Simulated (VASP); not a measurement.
Wanted: the native input for a VASP 6.6.1 run.

| Quantity | Value |
| --- | --- |
| Task | single point |
| Functional | r2SCAN |
| Potentials or basis | VASP PAW PBE potentials, release 64 (Mg, C) |
| Cutoff | 520 eV |
| k mesh | 5 × 5 × 4 |
| Occupations | gaussian, width 0.005 eV |
| Spin | no spin polarisation |
| Dipole correction | no |
| Further INCAR settings | ALGO = Normal; EDIFF = 1e-06; NBANDS = 19 |

The system is MgC2.

```
Mg C
1.0
     3.95078    0.00000    0.00000
     0.00000    3.95078    0.00000
     0.00000    0.00000    4.98709
Mg C
2 4
Cartesian
  -0.0351 -0.0172 2.4556
  1.9887 2.0150 -0.0258
  1.5314 2.3969 2.5370
  0.4649 0.4779 0.0000
  2.4220 1.5238 2.4796
  3.4651 3.4904 0.0228
```

These files were run (other wordings do the same):

POSCAR

```
MgC2
1.0
    3.9507770000      0.0000000000      0.0000000000
    0.0000000000      3.9507770000      0.0000000000
    0.0000000000      0.0000000000      4.9870890000
Mg C
2 4
Direct
   -0.0088950000     -0.0043460000      0.4923900000
    0.5033630000      0.5100160000     -0.0051830000
    0.3876270000      0.6066950000      0.5087150000
    0.1176850000      0.1209630000     -0.0000010000
    0.6130530000      0.3856960000      0.4972100000
    0.8770760000      0.8834810000      0.0045650000
```

INCAR.step1

```
SYSTEM = MgC2
PREC = Accurate ; ENCUT = 520
ISMEAR = 0 ; SIGMA = 0.005
LREAL = .False. ; LASPH = .True.
NELM = 100 ; NBANDS = 19
GGA = PE ; ALGO = Normal
EDIFF = 1E-4 ; LWAVE = .True.
LCHARG = .False.
```

INCAR.step2

```
SYSTEM = MgC2
PREC = Accurate ; ENCUT = 520
EDIFF = 1E-6 ; ISMEAR = 0
SIGMA = 0.005 ; LREAL = .False.
LASPH = .True. ; NELM = 100
ALGO = Normal ; ISIF = 2
LWAVE = .False. ; LCHARG = .False.
METAGGA = R2SCAN ; LMIXTAU = .True.
NBANDS = 19 ; ISTART = 1
```

KPOINTS

```
regular mesh
0
Gamma
  5 5 4
  0 0 0
```

Potentials or basis: VASP PAW PBE potentials, release 64 (Mg, C).

Run with:

```sh
$ cat potpaw_PBE.64/Mg/POTCAR potpaw_PBE.64/C/POTCAR > POTCAR
$ cp INCAR.step1 INCAR
$ mpirun -np 1 vasp_std > vasp.out
$ cp INCAR.step2 INCAR
$ mpirun -np 1 vasp_std > vasp.out
```

It gave:

| Quantity | Value |
| --- | --- |
| Pressure | -5.4 GPa |
| Largest force | 6.111 eV/Å |
| Band gap on the k mesh | 2.55 eV, indirect (least direct gap 2.68 eV) |

Caveat: the PAW data sets were made with another functional, which shifts forces and pressure a little.

Wall time 2.7 min on 1 thread of Intel(R) Xeon(R) Platinum 8488C (Sapphire Rapids), with other jobs on the host, peak memory 0.23 GiB.
